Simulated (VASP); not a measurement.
Se: single point with LDA

Se:

```
CELL_PARAMETERS angstrom
0.00000 3.50851 2.48051
3.50851 0.00000 2.48051
3.50851 3.50851 0.00000
ATOMIC_POSITIONS crystal
Se 0.50000 0.50000 0.50000
Se 0.75000 0.75000 0.75000
```

This cell differs from its parent crystal: ratio of the length along z to the lengths across it x 0.707, volume and fractional coordinates fixed.

| Quantity | Value |
| --- | --- |
| Program | VASP 6.6.1 |
| Task | single point |
| Functional | LDA |
| Potentials or basis | VASP PAW LDA potentials, release 64 (Se) |
| Cutoff | 520 eV |
| k mesh | 14 × 14 × 14 |
| Occupations | gaussian, width 0.15 eV |
| Spin | no spin polarisation |
| Dipole correction | no |
| Further INCAR settings | ALGO = Normal; EDIFF = 1e-06; NBANDS = 13 |

| Item | Value |
| --- | --- |
| Pressure | -5.2 GPa |
| Band gap on the k mesh | zero (band 6 reaches 2.29 eV, above the bottom of band 7 at 1.57 eV) |

Stress tensor (GPa, compression positive):
```
-4.56  0.00  0.00
 0.00 -4.56  0.00
 0.00  0.00 -6.48
```

Levels at points of the mesh, in eV from the Fermi level:
| k point | band 2 | band 3 | band 4 | band 5 | band 6 | band 7 | band 8 | band 9 | band 10 | band 11 |
| --- | --- | --- | --- | --- | --- | --- | --- | --- | --- | --- |
| (0.00, 0.00, 0.00) | -10.37 | -3.69 | -3.69 | -2.08 | -1.24 | 0.14 | 0.14 | 4.45 | 5.76 | 8.26 |
| (0.50, 0.00, 0.00) | -12.02 | -4.52 | -4.14 | -3.16 | 0.03 | 0.47 | 1.23 | 6.98 | 7.54 | 7.91 |
| (0.50, 0.50, 0.00) | -12.95 | -5.43 | -5.43 | -2.11 | -2.11 | 2.57 | 2.57 | 6.68 | 6.68 | 9.76 |
| (0.50, 0.00, 0.50) | -13.22 | -3.99 | -3.99 | -1.75 | -1.75 | 1.25 | 1.25 | 5.48 | 5.48 | 10.43 |

It took 3.1 min on 1 thread of AMD EPYC 7R43 64-Core Processor (Zen 3), with other jobs on the host, peak memory 0.25 GiB.
